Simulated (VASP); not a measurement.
# MoS2 in VASP: settings compared, part 2 of 3

VASP 6.6.1. The steps go on from the part before.

### Step 4. Single point, LDA

This run uses another cell than the first one, of 13.79 Å³/atom.

INCAR reads:

```
PREC     = Accurate       # precision mode
ENCUT    = 520            # plane-wave cutoff, eV
EDIFF    = 1E-6           # SCF threshold, eV
ISMEAR   = -1             # smearing method
SIGMA    = 0.05           # smearing width, eV
LREAL    = False          # projectors in reciprocal space
LASPH    = True           # aspherical terms in the spheres
NELM     = 100            # most SCF steps
ALGO     = Normal         # electronic algorithm
ISIF     = 2              # what is computed and relaxed
LWAVE    = False          # write WAVECAR
LCHARG   = False          # write CHGCAR
NBANDS   = 49             # bands
```

KPOINTS reads:

```
Automatic mesh
0
Gamma
  7 7 1
```

POSCAR reads:

```
MoS2
1.0
    2.9432621908      0.0000000000      0.0000000000
   -1.4716310954      2.5489398273      0.0000000000
    0.0000000000      0.0000000000     16.5484290705
Mo S
3 6
Direct
    0.3333333333      0.6666666667      0.3225218380
    0.3333333333      0.6666666667      0.6774781620
    0.6666666667      0.3333333333      0.0000000000
    0.6666666667      0.3333333333      0.2271233924
    0.6666666667      0.3333333333      0.5827300736
    0.3333333333      0.6666666667      0.9047607722
    0.6666666667      0.3333333333      0.4172699264
    0.6666666667      0.3333333333      0.7728766076
    0.3333333333      0.6666666667      0.0952392278
```

Potentials or basis: VASP PAW LDA potentials, release 64 (Mo_sv, S).

Run with:

```sh
$ cat potpaw_LDA.64/Mo_sv/POTCAR potpaw_LDA.64/S/POTCAR > POTCAR
$ mpirun -np 1 vasp_std > vasp.out
```

Wall time 67 s (1 thread of Intel Xeon Platinum 8488C (Sapphire Rapids), shared host); peak memory 0.22 GiB.

It converged, with:

```
Free energy            : -70.9774 eV
Pressure               : 30.2 GPa
Largest force          : 0.008 eV/Å
Band gap on the k mesh : zero (bands 39 and 40 overlap by 0.12 eV)
```

Forces in eV/Å, atoms in the order of the input:
```
Mo   0.000  0.000  0.008
Mo   0.000  0.000 -0.008
Mo   0.000  0.000  0.000
S    0.000  0.000  0.000
S    0.000  0.000 -0.002
S    0.000  0.000  0.002
S    0.000  0.000  0.002
S    0.000  0.000  0.000
S    0.000  0.000 -0.002
```

Levels at points of the mesh, in eV from the Fermi level:
| k point | band 35 | band 36 | band 37 | band 38 | band 39 | band 40 | band 41 | band 42 | band 43 | band 44 |
| --- | --- | --- | --- | --- | --- | --- | --- | --- | --- | --- |
| (0.00, 0.00, 0.00) | -2.30 | -2.30 | -0.94 | 0.05 | 0.17 | 1.76 | 1.76 | 1.91 | 1.91 | 2.09 |

Caveat: the k points lie up to 0.38 Å⁻¹ apart.

### Step 5. Single point, BLYP

This run uses another cell than the first one.

INCAR reads:

```
  AGGAC = 1.0
  AGGAX = 1.0
  ALDAC = 0.0
  ALDAX = 1.0
  ALGO = Normal
  EDIFF = 1E-7
  ENCUT = 520
  GGA = B5
  ISIF = 2
  ISMEAR = -1
  LASPH = T
  LCHARG = F
  LREAL = F
  LWAVE = F
  NBANDS = 49
  NELM = 60
  PREC = Accurate
  SIGMA = 0.05
```

KPOINTS reads:

```
k-points
0
Gamma
  10 10 1
```

POSCAR reads:

```
MoS2
1.0
    3.2623914292      0.0000000000      0.0000000000
   -1.6311957146      2.8253138548      0.0000000000
    0.0000000000      0.0000000000     29.3625936938
Mo S
3 6
Direct
    0.3333333333      0.6666666667      0.3314727700
    0.3333333333      0.6666666667      0.6685272300
    0.6666666667      0.3333333333      0.0000000000
    0.6666666667      0.3333333333      0.2781544239
    0.6666666667      0.3333333333      0.6152087097
    0.3333333333      0.6666666667      0.9466819071
    0.6666666667      0.3333333333      0.3847912903
    0.6666666667      0.3333333333      0.7218455761
    0.3333333333      0.6666666667      0.0533180929
```

Potentials or basis: VASP PAW PBE potentials, release 64 (Mo_sv, S).

Run with:

```sh
$ cat potpaw_PBE.64/Mo_sv/POTCAR potpaw_PBE.64/S/POTCAR > POTCAR
$ mpirun -np 1 vasp_std > vasp.out
```

OUTCAR:

```text
EDIFF = 1E-7
   ENCUT = 520
   GGA = B5
   ISIF = 2
   ISMEAR = -1
   LASPH = T
   LREAL = F
   NELM = 60
   PREC = Accurate

 ion  position               nearest neighbor table
   1  0.333  0.667  0.331-   4 2.45   4 2.45   4 2.45   7 2.45   7 2.45   7 2.45
   2  0.333  0.667  0.669-   8 2.45   8 2.45   8 2.45   5 2.45   5 2.45   5 2.45
   3  0.667  0.333  0.000-   6 2.45   9 2.45   6 2.45   9 2.45   6 2.45   9 2.45
   4  0.667  0.333  0.278-   1 2.45   1 2.45   1 2.45
   5  0.667  0.333  0.615-   2 2.45   2 2.45   2 2.45
   6  0.333  0.667  0.947-   3 2.45   3 2.45   3 2.45
   7  0.667  0.333  0.385-   1 2.45   1 2.45   1 2.45
   8  0.667  0.333  0.722-   2 2.45   2 2.45   2 2.45
   9  0.333  0.667  0.053-   3 2.45   3 2.45   3 2.45

  LATTYP: Found a hexagonal cell.
 ALAT       =     3.2623914292
 C/A-ratio  =     9.0003282350

  Lattice vectors:

 A1 = (   3.2623914292,   0.0000000000,   0.0000000000)
 A2 = (  -1.6311957146,   2.8253138548,   0.0000000000)
 A3 = (   0.0000000000,   0.0000000000,  29.3625936938)

Analysis of symmetry for initial positions (statically):
=====================================================================
 Subroutine PRICEL returns:
 Original cell was already a primitive cell.

 Routine SETGRP: Setting up the symmetry group for a
 hexagonal supercell.

 Subroutine GETGRP returns: Found 12 space group operations
 (whereof 12 operations were pure point group operations)
 out of a pool of 24 trial point group operations.

The static configuration has the point symmetry D_3h.

Analysis of symmetry for dynamics (positions and initial velocities):
=====================================================================
 Subroutine PRICEL returns:
 Original cell was already a primitive cell.

 Routine SETGRP: Setting up the symmetry group for a
 hexagonal supercell.

 Subroutine GETGRP returns: Found 12 space group operations
 (whereof 12 operations were pure point group operations)
 out of a pool of 24 trial point group operations.

The dynamic configuration has the point symmetry D_3h.

 Subroutine INISYM returns: Found 12 space group operations
 (whereof 12 operations are pure point group operations),
 and found     1 'primitive' translations

----------------------------------------------------------------------------------------

                                     Primitive cell

  volume of cell :     270.6432

  direct lattice vectors                    reciprocal lattice vectors
     3.262391429  0.000000000  0.000000000     0.306523611  0.176971489  0.000000000
    -1.631195715  2.825313855  0.000000000     0.000000000  0.353942978  0.000000000
     0.000000000  0.000000000 29.362593694     0.000000000  0.000000000  0.034056937

  length of vectors
     3.262391429  3.262391429 29.362593694     0.353942978  0.353942978  0.034056937

  position of ions in fractional coordinates (direct lattice)
     0.333333333  0.666666667  0.331472770
     0.333333333  0.666666667  0.668527230
[... 51 lines left out ...]
  0.300000  0.000000  0.000000      6.000000
  0.400000  0.000000  0.000000      6.000000
  0.500000  0.000000  0.000000      3.000000
  0.100000  0.100000  0.000000      6.000000
  0.200000  0.100000  0.000000     12.000000
  0.300000  0.100000  0.000000     12.000000
  0.400000  0.100000  0.000000     12.000000
  0.200000  0.200000  0.000000      6.000000
  0.300000  0.200000  0.000000     12.000000
  0.400000  0.200000  0.000000      6.000000
  0.300000  0.300000  0.000000      6.000000
   k-points           NKPTS =     14   k-points in BZ     NKDIM =     14   number of bands    NBANDS=     49
   number of dos      NEDOS =    301   number of ions     NIONS =      9
   total plane-waves  NPLWV = 129024
   dimension x,y,z NGX =    24 NGY =   24 NGZ =  224
   dimension x,y,z NGXF=    48 NGYF=   48 NGZF=  448
   ions per type =               3   6
   NGX,Y,Z   is equivalent  to a cutoff of  12.23, 12.23, 12.68 a.u.
   NGXF,Y,Z  is equivalent  to a cutoff of  24.46, 24.46, 25.36 a.u.
 SYSTEM =  unknown system
   PREC   = accura    normal or accurate (medium, high low for compatibility)
   ISTART =      0    job   : 0-new  1-cont  2-samecut
   ICHARG =      2    charge: 1-file 2-atom 10-const
   ISPIN  =      1    spin polarized calculation?
   LNONCOLLINEAR =      F non collinear calculations
   LSORBIT =      F    spin-orbit coupling
   LASPH  =      T    aspherical Exc in radial PAW
   ENCUT  =  520.0 eV  38.22 Ry    6.18 a.u.   6.07  6.07 54.59*2*pi/ulx,y,z
   NELM   =     60;   NELMIN=  2; NELMDL= -5     # of ELM steps
   EDIFF  = 0.1E-06   stopping-criterion for ELM
   LREAL  =      F    real-space projection
   EDIFFG = 0.1E-05   stopping-criterion for IOM
   NSW    =      0    number of steps for IOM
   IBRION =     -1    ionic relax: 0-MD 1-quasi-New 2-CG
   NFREE  =      0    steps in history (QN), initial steepest desc. (CG)
   ISIF   =      2    stress and relaxation
   ISYM   =      2    0-nonsym 1-usesym 2-fastsym
   POTIM  = 0.5000    time-step for ionic-motion
   TEBEG  =    0.0;   TEEND  =   0.0 temperature during run
   PSTRESS=    0.0 pullay stress
   NELECT =      78.0000    total number of electrons
   NUPDOWN=      -1.0000    fix difference up-down
   EMIN   =  10.00;   EMAX   =-10.00  energy-range for DOS
   EFERMI =   0.00;   METHOD = LEGACY
   ISMEAR =    -1;   SIGMA  =   0.05  broadening in eV -4-tet -1-fermi 0-gaus
   EFERMI_NEDOS =   21; number of points for ismear=-14 and -15
   IALGO  =     38    algorithm
   IMIX   =      4    mixing-type and parameters
     AMIX     =   0.40;   BMIX     =  1.00
     AMIX_MAG =   1.60;   BMIX_MAG =  1.00
  volume/ion in A,a.u.               =      30.07       202.93
  Fermi-wavevector in a.u.,A,eV,Ry     =   1.081369  2.043491 15.910098  1.169359
  Thomas-Fermi vector in A             =   2.217384
   LORBIT       =      0    0 simple, 1 ext, 2 COOP (PROOUT), +10 PAW based schemes
   GGA     = B5    functional components
   LHFCALC =     F    Hartree Fock is set to
   AEXX    =    0.0000 exact exchange contribution
   IVDW    =     0    specifies the selected vdW correction
   LEPSILON=     F    determine dielectric tensor
   LRPA    =     F    only Hartree local field effects (RPA)
 non-spin polarized calculation
  energy-cutoff  :      520.00
  volume of cell :      270.64
 maximum number of plane-waves:      7378
   NGX = 13   NGY = 13   NGZ =109

 number of electron      78.0000005 magnetization

 Free energy of the ion-electron system (eV)
  ---------------------------------------------------
  ext. energy  EPLUGINS =         0.00000000
  ---------------------------------------------------
  free energy    TOTEN  =       -58.21969427 eV

  energy without entropy =      -58.21969403  energy(sigma->0) =      -58.21969415

 E-fermi :   2.7866     XC(G=0):  -6.9988

 val. band max:        2.1161709074   @ k =   0.0000   0.0000   0.0000
 cond. band min:       3.5228169308   @ k =   0.3000   0.3000   0.0000
 fundamental gap:      1.4066460234
 Fermi energy:         2.7866043193

 k-point     1 :       0.0000    0.0000    0.0000
  band No.  band energies     occupation
      1     -58.8240      2.00000
      2     -58.8240      2.00000
      3     -58.8240      2.00000
      4     -33.0234      2.00000
      5     -33.0233      2.00000
      6     -33.0233      2.00000
[... 717 lines left out ...]
     48       5.0582      0.00000
     49       6.3171      0.00000

------------------------ aborting loop because EDIFF is reached ----------------------------------------

  FORCE on cell =-STRESS in cart. coord.  units (eV):
  Direction    XX          YY          ZZ          XY          YZ          ZX
  --------------------------------------------------------------------------------------
  -------------------------------------------------------------------------------------
  Total        0.0597790      0.0597790     -0.0322205      0.0000000      0.0000000     -0.0000000
  in kB        0.3538850      0.3538850     -0.1907416      0.0000000      0.0000000     -0.0000000
  external PRESSURE =       0.1723428 kB  Pullay stress =       0.0000000 kB

 VOLUME and BASIS-vectors are now :
 -----------------------------------------------------------------------------
  energy-cutoff  :      520.00
  volume of cell :      270.64
      direct lattice vectors                 reciprocal lattice vectors
     3.262391429  0.000000000  0.000000000     0.306523611  0.176971489  0.000000000
    -1.631195715  2.825313855  0.000000000     0.000000000  0.353942978  0.000000000
     0.000000000  0.000000000 29.362593694     0.000000000  0.000000000  0.034056937

 POSITION                                       TOTAL-FORCE (eV/Angst)
 -----------------------------------------------------------------------------------
     -0.00000      1.88354      9.73290         0.000000     -0.000000      0.000357
     -0.00000      1.88354     19.62969         0.000000     -0.000000     -0.000357
      1.63120      0.94177      0.00000         0.000000     -0.000000      0.000000
      1.63120      0.94177      8.16734        -0.000000      0.000000     -0.006097
      1.63120      0.94177     18.06412        -0.000000      0.000000     -0.006779
     -0.00000      1.88354     27.79704        -0.000000      0.000000     -0.006248
      1.63120      0.94177     11.29847        -0.000000      0.000000      0.006779
      1.63120      0.94177     21.19526        -0.000000     -0.000000      0.006097
     -0.00000      1.88354      1.56556        -0.000000      0.000000      0.006248
 -----------------------------------------------------------------------------------
    total drift:                                0.000000     -0.000000      0.000000

  FREE ENERGIE OF THE ION-ELECTRON SYSTEM (eV)
  ---------------------------------------------------
  free  energy   TOTEN  =       -58.2196942651 eV

  energy  without entropy=      -58.2196940336  energy(sigma->0) =      -58.21969415
```

Wall time 11 min (1 thread of Intel Xeon 8259CL, shared host); peak memory 0.43 GiB.

What came out:

- Free energy: -58.2197 eV
- Pressure: 0.0 GPa
- Largest force: 0.007 eV/Å
- Band gap on the k mesh: 1.41 eV (least direct gap 1.71 eV)

Forces in eV/Å, atoms in the order of the input:
```
Mo   0.000  0.000  0.000
Mo   0.000  0.000  0.000
Mo   0.000  0.000  0.000
S    0.000  0.000 -0.006
S    0.000  0.000 -0.007
S    0.000  0.000 -0.006
S    0.000  0.000  0.007
S    0.000  0.000  0.006
S    0.000  0.000  0.006
```

Caveat: the PAW data sets were made with another functional, which shifts forces and pressure a little; an odd mesh through Γ misses points on the zone boundary, where band edges can lie.

[end of part 2 of 3]
